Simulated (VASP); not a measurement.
# BiTe (Fm-3m) in VASP: a series of runs

Runs on BiTe. Level: PBEsol. Tasks: single point.

All numbers are computed with VASP 6.6.1; they aren't measurements. Logs are shortened: lines on timing, memory, paths and dates and some standing lists are left out, and cuts for length are marked.

**1. The cell of the first run**

It takes space group Fm-3m (No. 225, cubic). Conventional cell: a = 6.394 Å, b = 6.394 Å, c = 6.394 Å, α = 90.00°, β = 90.00°, γ = 90.00°. Within 4.2 Å of Bi (site symmetry m-3m) lie 6 Te at 3.20 Å. Within 4.2 Å of Te (site symmetry m-3m) lie 6 Bi at 3.20 Å.

**2. Single point, PBEsol**

Input file INCAR:

```
ALGO = Normal
EDIFF = 1E-6
ENCUT = 520
GGA = PS
ISIF = 2
ISMEAR = 0
LASPH = T
LCHARG = T
LELF = T
LREAL = F
LVHAR = T
LWAVE = F
NBANDS = 18
NELM = 60
PREC = Accurate
SIGMA = 0.1
```

Input file KPOINTS:

```
k-points
0
Gamma
  12 12 12
```

Input file POSCAR:

```
BiTe
1.0
    0.0000000000      3.1971538283      3.1971538283
    3.1971538283      0.0000000000      3.1971538283
    3.1971538283      3.1971538283      0.0000000000
Bi Te
1 1
Direct
    0.0000000000      0.0000000000      0.0000000000
    0.5000000000      0.5000000000      0.5000000000
```

Potentials or basis: VASP PAW PBE potentials, release 64 (Bi_d, Te).

Run with:

```
cat potpaw_PBE.64/Bi_d/POTCAR potpaw_PBE.64/Te/POTCAR > POTCAR
mpirun -np 1 vasp_std > vasp.out
```

OUTCAR:

```text
EDIFF = 1E-6
   ENCUT = 520
   GGA = PS
   ISIF = 2
   ISMEAR = 0
   LASPH = T
   LREAL = F
   NELM = 60
   PREC = Accurate

 ion  position               nearest neighbor table
   1  0.000  0.000  0.000-   2 3.20   2 3.20   2 3.20   2 3.20   2 3.20   2 3.20
   2  0.500  0.500  0.500-   1 3.20   1 3.20   1 3.20   1 3.20   1 3.20   1 3.20

  LATTYP: Found a face centered cubic cell.
 ALAT       =     6.3943076566

  Lattice vectors:

 A1 = (   0.0000000000,   3.1971538283,   3.1971538283)
 A2 = (   3.1971538283,   0.0000000000,   3.1971538283)
 A3 = (   3.1971538283,   3.1971538283,   0.0000000000)

Analysis of symmetry for initial positions (statically):
=====================================================================
 Subroutine PRICEL returns:
 Original cell was already a primitive cell.

 Routine SETGRP: Setting up the symmetry group for a
 face centered cubic supercell.

 Subroutine GETGRP returns: Found 48 space group operations
 (whereof 48 operations were pure point group operations)
 out of a pool of 48 trial point group operations.

The static configuration has the point symmetry O_h .

Analysis of symmetry for dynamics (positions and initial velocities):
=====================================================================
 Subroutine PRICEL returns:
 Original cell was already a primitive cell.

 Routine SETGRP: Setting up the symmetry group for a
 face centered cubic supercell.

 Subroutine GETGRP returns: Found 48 space group operations
 (whereof 48 operations were pure point group operations)
 out of a pool of 48 trial point group operations.

The dynamic configuration has the point symmetry O_h .

 Subroutine INISYM returns: Found 48 space group operations
 (whereof 48 operations are pure point group operations),
 and found     1 'primitive' translations

----------------------------------------------------------------------------------------

                                     Primitive cell

  volume of cell :      65.3613

  direct lattice vectors                    reciprocal lattice vectors
     0.000000000  3.197153828  3.197153828    -0.156389097  0.156389097  0.156389097
     3.197153828  0.000000000  3.197153828     0.156389097 -0.156389097  0.156389097
     3.197153828  3.197153828  0.000000000     0.156389097  0.156389097 -0.156389097

  length of vectors
     4.521458305  4.521458305  4.521458305     0.270873862  0.270873862  0.270873862

  position of ions in fractional coordinates (direct lattice)
     0.000000000  0.000000000  0.000000000
     0.500000000  0.500000000  0.500000000

  ion indices of the primitive-cell ions
   primitive index   ion index
                 1           1
                 2           2

----------------------------------------------------------------------------------------

 KPOINTS: k-points

Automatic generation of k-mesh.
 Grid dimensions read from file:
 generate k-points for:   12   12   12

 Generating k-lattice:

  Cartesian coordinates                     Fractional coordinates (reciprocal lattice)
    -0.013032425  0.013032425  0.013032425     0.083333333  0.000000000  0.000000000
     0.013032425 -0.013032425  0.013032425     0.000000000  0.083333333  0.000000000
     0.013032425  0.013032425 -0.013032425     0.000000000  0.000000000  0.083333333

  Length of vectors
     0.022572822  0.022572822  0.022572822

  Shift w.r.t. Gamma in fractional coordinates (k-lattice)
     0.000000000  0.000000000  0.000000000

 Subroutine IBZKPT returns following result:
 ===========================================

 Found     72 irreducible k-points:

 Following reciprocal coordinates:
            Coordinates               Weight
  0.000000  0.000000  0.000000      1.000000
  0.083333  0.000000  0.000000      8.000000
  0.166667  0.000000  0.000000      8.000000
  0.250000  0.000000  0.000000      8.000000
  0.333333  0.000000  0.000000      8.000000
  0.416667  0.000000  0.000000      8.000000
[... 16 lines left out ...]
  0.500000  0.166667  0.000000     24.000000
 -0.416667  0.166667  0.000000     24.000000
 [... further k-points ...]
   k-points           NKPTS =     72   k-points in BZ     NKDIM =     72   number of bands    NBANDS=     18
   number of dos      NEDOS =    301   number of ions     NIONS =      2
   total plane-waves  NPLWV =  46656
   dimension x,y,z NGX =    36 NGY =   36 NGZ =   36
   dimension x,y,z NGXF=    72 NGYF=   72 NGZF=   72
   ions per type =               1   1
   NGX,Y,Z   is equivalent  to a cutoff of  13.24, 13.24, 13.24 a.u.
   NGXF,Y,Z  is equivalent  to a cutoff of  26.47, 26.47, 26.47 a.u.
 SYSTEM =  unknown system
   PREC   = accura    normal or accurate (medium, high low for compatibility)
   ISTART =      0    job   : 0-new  1-cont  2-samecut
   ICHARG =      2    charge: 1-file 2-atom 10-const
   ISPIN  =      1    spin polarized calculation?
   LNONCOLLINEAR =      F non collinear calculations
   LSORBIT =      F    spin-orbit coupling
   LASPH  =      T    aspherical Exc in radial PAW
   ENCUT  =  520.0 eV  38.22 Ry    6.18 a.u.   8.41  8.41  8.41*2*pi/ulx,y,z
   NELM   =     60;   NELMIN=  2; NELMDL= -5     # of ELM steps
   EDIFF  = 0.1E-05   stopping-criterion for ELM
   LREAL  =      F    real-space projection
   EDIFFG = 0.1E-04   stopping-criterion for IOM
   NSW    =      0    number of steps for IOM
   IBRION =     -1    ionic relax: 0-MD 1-quasi-New 2-CG
   NFREE  =      0    steps in history (QN), initial steepest desc. (CG)
   ISIF   =      2    stress and relaxation
   ISYM   =      2    0-nonsym 1-usesym 2-fastsym
   POTIM  = 0.5000    time-step for ionic-motion
   TEBEG  =    0.0;   TEEND  =   0.0 temperature during run
   PSTRESS=    0.0 pullay stress
   NELECT =      21.0000    total number of electrons
   NUPDOWN=      -1.0000    fix difference up-down
   EMIN   =  10.00;   EMAX   =-10.00  energy-range for DOS
   EFERMI =   0.00;   METHOD = LEGACY
   ISMEAR =     0;   SIGMA  =   0.10  broadening in eV -4-tet -1-fermi 0-gaus
   EFERMI_NEDOS =   21; number of points for ismear=-14 and -15
   IALGO  =     38    algorithm
   IMIX   =      4    mixing-type and parameters
     AMIX     =   0.40;   BMIX     =  1.00
     AMIX_MAG =   1.60;   BMIX_MAG =  1.00
  volume/ion in A,a.u.               =      32.68       220.54
  Fermi-wavevector in a.u.,A,eV,Ry     =   1.121264  2.118881 17.105681  1.257232
  Thomas-Fermi vector in A             =   2.257916
   LORBIT       =      0    0 simple, 1 ext, 2 COOP (PROOUT), +10 PAW based schemes
   GGA     = PS    functional components
   LHFCALC =     F    Hartree Fock is set to
   AEXX    =    0.0000 exact exchange contribution
   IVDW    =     0    specifies the selected vdW correction
   LEPSILON=     F    determine dielectric tensor
   LRPA    =     F    only Hartree local field effects (RPA)
 non-spin polarized calculation
 Gauss-broadening in eV      SIGMA  =   0.10
  energy-cutoff  :      520.00
  volume of cell :       65.36
 maximum number of plane-waves:      1807
 NGX is ok and might be reduce to    36
   NGX = 17   NGY = 17   NGZ = 17

 number of electron      21.0000004 magnetization

 Free energy of the ion-electron system (eV)
  ---------------------------------------------------
  ext. energy  EPLUGINS =         0.00000000
  ---------------------------------------------------
  free energy    TOTEN  =        -7.99284120 eV

  energy without entropy =       -7.98716023  energy(sigma->0) =       -7.99000072

 E-fermi :   6.9049     XC(G=0):  -9.7508

 val. band max:        6.8794692990   @ k =  -0.4167   0.2500   0.0833
 cond. band min:       6.9304845189   @ k =   0.3333   0.0000   0.0000
 fundamental gap:      0.0510152199
 Fermi energy:         6.9049050366

 k-point     1 :       0.0000    0.0000    0.0000
  band No.  band energies     occupation
      1     -16.1518      2.00000
      2     -16.1518      2.00000
      3     -16.1449      2.00000
      4     -16.1449      2.00000
      5     -16.1449      2.00000
      6      -6.8620      2.00000
[... 10 lines left out ...]
     17      13.0875      0.00000
     18      13.2668      0.00000

 k-point     2 :       0.0833    0.0000    0.0000
  band No.  band energies     occupation
      1     -16.1520      2.00000
      2     -16.1520      2.00000
      3     -16.1448      2.00000
      4     -16.1445      2.00000
      5     -16.1445      2.00000
      6      -6.7969      2.00000
[... 10 lines left out ...]
     17      13.5416      0.00000
     18      13.8028      0.00000

 k-point     3 :       0.1667    0.0000    0.0000
  band No.  band energies     occupation
      1     -16.1529      2.00000
      2     -16.1529      2.00000
      3     -16.1444      2.00000
      4     -16.1431      2.00000
      5     -16.1431      2.00000
      6      -6.6026      2.00000
[... 10 lines left out ...]
     17      14.5992      0.00000
     18      14.9508      0.00000

 k-point     4 :       0.2500    0.0000    0.0000
  band No.  band energies     occupation
      1     -16.1542      2.00000
      2     -16.1542      2.00000
      3     -16.1439      2.00000
      4     -16.1411      2.00000
      5     -16.1411      2.00000
      6      -6.2827      2.00000
[... 375 lines left out ...]
      4     -16.1383      2.00000
      5     -16.1365      2.00000
      6      -5.5014      2.00000
[... 10 lines left out ...]
     17      15.6216      0.00000
     18      16.4776      0.00000

 k-point    23 :       0.5000    0.1667    0.0000
  band No.  band energies     occupation
      1     -16.1598      2.00000
      2     -16.1542      2.00000
      3     -16.1426      2.00000
      4     -16.1379      2.00000
      5     -16.1360      2.00000
      6      -4.9752      2.00000
[... 10 lines left out ...]
     17      15.7296      0.00000
     18      16.5535      0.00000

 k-point    24 :      -0.4167    0.1667    0.0000
  band No.  band energies     occupation
      1     -16.1589      2.00000
      2     -16.1553      2.00000
      3     -16.1417      2.00000
      4     -16.1380      2.00000
      5     -16.1366      2.00000
      6      -4.7698      2.00000
[... 10 lines left out ...]
     17      16.4839      0.00000
     18      17.7123      0.00000

 [... further k-points ...]

------------------------ aborting loop because EDIFF is reached ----------------------------------------

  FORCE on cell =-STRESS in cart. coord.  units (eV):
  Direction    XX          YY          ZZ          XY          YZ          ZX
  --------------------------------------------------------------------------------------
  -------------------------------------------------------------------------------------
  Total       -0.0065521     -0.0065521     -0.0065521      0.0000000      0.0000000      0.0000000
  in kB       -0.1606093     -0.1606093     -0.1606093      0.0000000      0.0000000      0.0000000
  external PRESSURE =      -0.1606093 kB  Pullay stress =       0.0000000 kB

 VOLUME and BASIS-vectors are now :
 -----------------------------------------------------------------------------
  energy-cutoff  :      520.00
  volume of cell :       65.36
      direct lattice vectors                 reciprocal lattice vectors
     0.000000000  3.197153828  3.197153828    -0.156389097  0.156389097  0.156389097
     3.197153828  0.000000000  3.197153828     0.156389097 -0.156389097  0.156389097
     3.197153828  3.197153828  0.000000000     0.156389097  0.156389097 -0.156389097

 POSITION                                       TOTAL-FORCE (eV/Angst)
 -----------------------------------------------------------------------------------
      0.00000      0.00000      0.00000        -0.000000      0.000000     -0.000000
      3.19715      3.19715      3.19715         0.000000      0.000000      0.000000
 -----------------------------------------------------------------------------------
    total drift:                               -0.000000      0.000000      0.000000

  FREE ENERGIE OF THE ION-ELECTRON SYSTEM (eV)
  ---------------------------------------------------
  free  energy   TOTEN  =        -7.9928411961 eV

  energy  without entropy=       -7.9871602342  energy(sigma->0) =       -7.99000072
```

Run time: 27 s. Hardware: 1 thread of Intel Xeon 6975P-C (Granite Rapids), shared host; peak memory 0.24 GiB.

Results:

```
Free energy : -7.9928 eV
Pressure    : 0.0 GPa
```

Caveat: the PAW data sets were made with another functional, which shifts forces and pressure a little; spin-orbit coupling is left out, which moves the levels of the heavy elements.

**3. Single point, PBEsol**

This run uses another cell than the first one, of 33.86 Å³/atom, 1.036 times its volume.

Input file INCAR:

```
SYSTEM = BiTe
  ALGO = Normal
  EDIFF = 1E-6
  ENCUT = 520
  GGA = PS
  ISIF = 2
  ISMEAR = 0
  LASPH = .True.
  LCHARG = .True.
  LELF = .True.
  LREAL = .False.
  LVHAR = .True.
  LWAVE = .False.
  NBANDS = 18
  NELM = 60
  PREC = Accurate
  SIGMA = 0.1
```

Input file KPOINTS:

```
k-points
0
Gamma
  12 12 12
  0 0 0
```

Input file POSCAR:

```
BiTe
1.0
    0.0000000000      3.2350000000      3.2350000000
    3.2350000000      0.0000000000      3.2350000000
    3.2350000000      3.2350000000      0.0000000000
Bi Te
1 1
Direct
    0.0000000000      0.0000000000      0.0000000000
    0.5000000000      0.5000000000      0.5000000000
```

Potentials or basis: VASP PAW PBE potentials, release 64 (Bi_d, Te).

Run with:

```
cat potpaw_PBE.64/Bi_d/POTCAR potpaw_PBE.64/Te/POTCAR > POTCAR
mpirun -np 1 vasp_std > vasp.out
```

OUTCAR:

```text
SYSTEM = BiTe
   EDIFF = 1E-6
   ENCUT = 520
   GGA = PS
   ISIF = 2
   ISMEAR = 0
   LASPH = .True.
   LREAL = .False.
   NELM = 60
   PREC = Accurate

 ion  position               nearest neighbor table
   1  0.000  0.000  0.000-   2 3.23   2 3.23   2 3.23   2 3.23   2 3.23   2 3.23
   2  0.500  0.500  0.500-   1 3.23   1 3.23   1 3.23   1 3.23   1 3.23   1 3.23

  LATTYP: Found a face centered cubic cell.
 ALAT       =     6.4700000000

  Lattice vectors:

 A1 = (   0.0000000000,   3.2350000000,   3.2350000000)
 A2 = (   3.2350000000,   0.0000000000,   3.2350000000)
 A3 = (   3.2350000000,   3.2350000000,   0.0000000000)

Analysis of symmetry for initial positions (statically):
=====================================================================
 Subroutine PRICEL returns:
 Original cell was already a primitive cell.

 Routine SETGRP: Setting up the symmetry group for a
 face centered cubic supercell.

 Subroutine GETGRP returns: Found 48 space group operations
 (whereof 48 operations were pure point group operations)
 out of a pool of 48 trial point group operations.

The static configuration has the point symmetry O_h .

Analysis of symmetry for dynamics (positions and initial velocities):
=====================================================================
 Subroutine PRICEL returns:
 Original cell was already a primitive cell.

 Routine SETGRP: Setting up the symmetry group for a
 face centered cubic supercell.

 Subroutine GETGRP returns: Found 48 space group operations
 (whereof 48 operations were pure point group operations)
 out of a pool of 48 trial point group operations.

The dynamic configuration has the point symmetry O_h .

 Subroutine INISYM returns: Found 48 space group operations
 (whereof 48 operations are pure point group operations),
 and found     1 'primitive' translations

----------------------------------------------------------------------------------------

[... 111 lines left out ...]
     AMIX     =   0.40;   BMIX     =  1.00
     AMIX_MAG =   1.60;   BMIX_MAG =  1.00
  volume/ion in A,a.u.               =      33.86       228.46
  Fermi-wavevector in a.u.,A,eV,Ry     =   1.108146  2.094092 16.707785  1.227988
  Thomas-Fermi vector in A             =   2.244669
   LORBIT       =      0    0 simple, 1 ext, 2 COOP (PROOUT), +10 PAW based schemes
   GGA     = PS    functional components
   LHFCALC =     F    Hartree Fock is set to
   AEXX    =    0.0000 exact exchange contribution
   IVDW    =     0    specifies the selected vdW correction
   LEPSILON=     F    determine dielectric tensor
   LRPA    =     F    only Hartree local field effects (RPA)
 non-spin polarized calculation
 Gauss-broadening in eV      SIGMA  =   0.10
  energy-cutoff  :      520.00
  volume of cell :       67.71
 maximum number of plane-waves:      1853
 NGX is ok and might be reduce to    36
   NGX = 17   NGY = 17   NGZ = 17

 number of electron      21.0000001 magnetization

 Free energy of the ion-electron system (eV)
  ---------------------------------------------------
  ext. energy  EPLUGINS =         0.00000000
  ---------------------------------------------------
  free energy    TOTEN  =        -7.97986624 eV

  energy without entropy =       -7.97354613  energy(sigma->0) =       -7.97670619

 E-fermi :   6.4693     XC(G=0):  -9.5939

 val. band max:        6.4639062968   @ k =  -0.2500   0.2500   0.0000
 cond. band min:       6.5171246174   @ k =  -0.1667   0.2500   0.0833
 fundamental gap:      0.0532183206
 Fermi energy:         6.4692578380

 k-point     1 :       0.0000    0.0000    0.0000
  band No.  band energies     occupation
      1     -16.5702      2.00000
      2     -16.5702      2.00000
      3     -16.5656      2.00000
      4     -16.5656      2.00000
      5     -16.5656      2.00000
      6      -7.0458      2.00000
[... 481 lines left out ...]
      5     -16.5585      2.00000
      6      -5.0598      2.00000
[... 10 lines left out ...]
     17      15.9264      0.00000
     18      17.1322      0.00000

 [... further k-points ...]

------------------------ aborting loop because EDIFF is reached ----------------------------------------

  FORCE on cell =-STRESS in cart. coord.  units (eV):
  Direction    XX          YY          ZZ          XY          YZ          ZX
  --------------------------------------------------------------------------------------
  -------------------------------------------------------------------------------------
  Total       -0.7527368     -0.7527368     -0.7527368      0.0000000      0.0000000     -0.0000000
  in kB      -17.8115148    -17.8115148    -17.8115148      0.0000000      0.0000000     -0.0000000
  external PRESSURE =     -17.8115148 kB  Pullay stress =       0.0000000 kB

 VOLUME and BASIS-vectors are now :
 -----------------------------------------------------------------------------
  energy-cutoff  :      520.00
  volume of cell :       67.71
      direct lattice vectors                 reciprocal lattice vectors
     0.000000000  3.235000000  3.235000000    -0.154559505  0.154559505  0.154559505
     3.235000000  0.000000000  3.235000000     0.154559505 -0.154559505  0.154559505
     3.235000000  3.235000000  0.000000000     0.154559505  0.154559505 -0.154559505

 POSITION                                       TOTAL-FORCE (eV/Angst)
 -----------------------------------------------------------------------------------
      0.00000      0.00000      0.00000        -0.000000      0.000000     -0.000000
      3.23500      3.23500      3.23500         0.000000     -0.000000      0.000000
 -----------------------------------------------------------------------------------
    total drift:                               -0.000000      0.000000      0.000000

  FREE ENERGIE OF THE ION-ELECTRON SYSTEM (eV)
  ---------------------------------------------------
  free  energy   TOTEN  =        -7.9798662410 eV

  energy  without entropy=       -7.9735461343  energy(sigma->0) =       -7.97670619
```

It took 35 s on 1 thread of Intel Xeon 6975P-C (Granite Rapids), shared host; peak memory 0.25 GiB.

Results:

```yaml
Free_energy: -7.9799 eV
Pressure: -1.8 GPa
```

Levels at points of the mesh, in eV from the Fermi level:
```tsv
k point	band 6	band 7	band 8	band 9	band 10	band 11	band 12	band 13	band 14	band 15
(0.00, 0.00, 0.00)	-13.52	-8.12	-2.51	-2.51	-2.51	2.17	2.17	2.17	4.66	4.66
(0.50, 0.00, 0.00)	-11.56	-11.24	-1.88	-1.88	-1.59	-0.84	-0.61	-0.61	7.26	7.74
(0.50, 0.50, 0.00)	-11.75	-9.94	-5.65	-3.99	-3.99	2.19	3.61	3.61	4.97	8.72
```

Caveat: the PAW data sets were made with another functional, which shifts forces and pressure a little; spin-orbit coupling is left out, which moves the levels of the heavy elements.

(Part 1 of 2 ends here.)
